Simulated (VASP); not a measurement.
Input of a VASP 6.6.1 run:

The input INCAR:

```
PREC = Accurate
ENCUT = 520
EDIFF = 1E-6
ISMEAR = 1
SIGMA = 0.2
LREAL = F
LASPH = T
NELM = 80
ALGO = Normal
ISIF = 2
LWAVE = F
LCHARG = F
GGA = PS
NBANDS = 35
```

File KPOINTS:

```
Automatic mesh
0
Gamma
  12 12 4
```

POSCAR

```
MoS2
1.0
    3.2559956522      0.0000000000      0.0000000000
   -1.6279978261      2.8197749494      0.0000000000
    0.0000000000      0.0000000000     10.8600478985
Mo S
2 4
Direct
    0.3333333333      0.6666666667      0.2500000000
    0.6666666667      0.3333333333      0.7500000000
    0.3333333333      0.6666666667      0.6259932117
    0.6666666667      0.3333333333      0.1259932117
    0.3333333333      0.6666666667      0.8740067883
    0.6666666667      0.3333333333      0.3740067883
```

Potentials or basis: VASP PAW PBE potentials, release 64 (Mo_sv, S).

Launch:

```bash
$ cat potpaw_PBE.64/Mo_sv/POTCAR potpaw_PBE.64/S/POTCAR > POTCAR
$ mpirun -np 1 vasp_std > vasp.out
```

Task: Estimate the pressure.

Result: 15.4 GPa.

Task: Predict the largest force.

Result: 3.527 eV/Å.

Stress tensor (GPa, compression positive):
```
 5.35  0.00  0.00
 0.00  5.35  0.00
 0.00  0.00 35.47
```

Caveat: the stress differs along the axes, from 5 to 35 GPa; the PAW data sets were made with another functional, which shifts forces and pressure a little.
